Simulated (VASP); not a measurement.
Here is a VASP 6.6.1 calculation.

The input INCAR:

```
PREC = Accurate
ENCUT = 520
EDIFF = 1E-6
ISMEAR = 0
SIGMA = 0.1
LREAL = Auto
LASPH = True
NELM = 100
ALGO = Normal
ISIF = 2
LWAVE = False
LCHARG = False
GGA = PE
NBANDS = 60
```

File KPOINTS:

```
Automatic mesh
0
Gamma
  5 5 4
  0 0 0.5
```

Contents of POSCAR:

```
Mg
1.0
    4.8132675674     -8.3368239948      0.0000000000
    4.8132675826      8.3368239860      0.0000000000
    0.0000000000      0.0000000000     10.2918323191
Mg
36
Direct
    0.5555555556      0.1111111111      0.1250000000
    0.5555555556      0.1111111111      0.6250000000
    0.2222222222      0.1111111111      0.1250000000
    0.2222222222      0.1111111111      0.6250000000
    0.8888888889      0.1111111111      0.1250000000
    0.8888888889      0.1111111111      0.6250000000
    0.5555555556      0.4444444444      0.1250000000
    0.5555555556      0.4444444444      0.6250000000
    0.2222222222      0.4444444444      0.1250000000
    0.2222222222      0.4444444444      0.6250000000
    0.8888888889      0.4444444444      0.1250000000
    0.8888888889      0.4444444444      0.6250000000
    0.5555555556      0.7777777778      0.1250000000
    0.5555555556      0.7777777778      0.6250000000
    0.2222222222      0.7777777778      0.1250000000
    0.2222222222      0.7777777778      0.6250000000
    0.8888888889      0.7777777778      0.1250000000
    0.8888888889      0.7777777778      0.6250000000
    0.7777777778      0.2222222222      0.3750000000
    0.7777777778      0.2222222222      0.8750000000
    0.4444444444      0.2222222222      0.3750000000
    0.4444444444      0.2222222222      0.8750000000
    0.1111111111      0.2222222222      0.3750000000
    0.1111111111      0.2222222222      0.8750000000
    0.7777777778      0.5555555556      0.3750000000
    0.7777777778      0.5555555556      0.8750000000
    0.4444444444      0.5555555556      0.3750000000
    0.4444444444      0.5555555556      0.8750000000
    0.1111111111      0.5555555556      0.3750000000
    0.1111111111      0.5555555556      0.8750000000
    0.7777777778      0.8888888889      0.3750000000
    0.7777777778      0.8888888889      0.8750000000
    0.4444444444      0.8888888889      0.3750000000
    0.4444444444      0.8888888889      0.8750000000
    0.1111111111      0.8888888889      0.3750000000
    0.1111111111      0.8888888889      0.8750000000
```

Potentials or basis: VASP PAW PBE potentials, release 64 (Mg).

Command:

```sh
$ cat potpaw_PBE.64/Mg/POTCAR > POTCAR
$ mpirun -np 1 vasp_std > vasp.out
```

What does it give for the band gap on the k mesh?

Zero (band 36 reaches 2.87 eV, above the bottom of band 37 at 2.44 eV).

What does it give for the pressure?

-0.1 GPa.

Stress tensor (GPa, compression positive):
```
-0.18  0.00  0.00
 0.00 -0.18  0.00
 0.00  0.00  0.01
```
